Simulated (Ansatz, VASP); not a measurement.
**One calculation of CuRu4, two programs**

```
CELL_PARAMETERS angstrom
4.08114 0.00000 0.00000
-2.04057 3.53437 0.00000
0.00000 0.00000 7.41807
ATOMIC_POSITIONS crystal
Cu 0.00000 0.00000 0.00000
Ru 0.33333 0.66667 0.50000
Ru 0.66667 0.33333 0.50000
Ru 0.00000 0.00000 0.31737
Ru 0.00000 0.00000 0.68263
```

Alike in both runs: task relaxation of cell and atoms; functional PBE; k mesh 6 × 6 × 4; occupations gaussian, width 0.1 eV; no spin polarisation.

|  | VASP | Ansatz |
| --- | --- | --- |
| version | VASP 6.6.1 | Ansatz 0.2.0 |
| potentials or method | VASP PAW PBE potentials, release 64 (Cu, Ru_pv), cutoff 600 eV | scalar-relativistic, plane waves, PAW |
| valence electrons in the cell | 67 | 83 |

|  | VASP | Ansatz | Ansatz less VASP |
| --- | --- | --- | --- |
| gap on the k mesh at the Fermi level, each at its own relaxed structure (eV) | none | none | - |
| relaxed volume (Å³/atom) | 21.45 | 21.43 | -0.018 |
| relaxed cell length with the largest relative difference (Å) | 7.370 | 7.366 | -0.0037 |

A gap of «none» marks a metal or a gap that the smearing closes. VASP's potentials hold 67 valence electrons a cell and Ansatz's 83, so a difference there can come from the potentials and not from the codes.
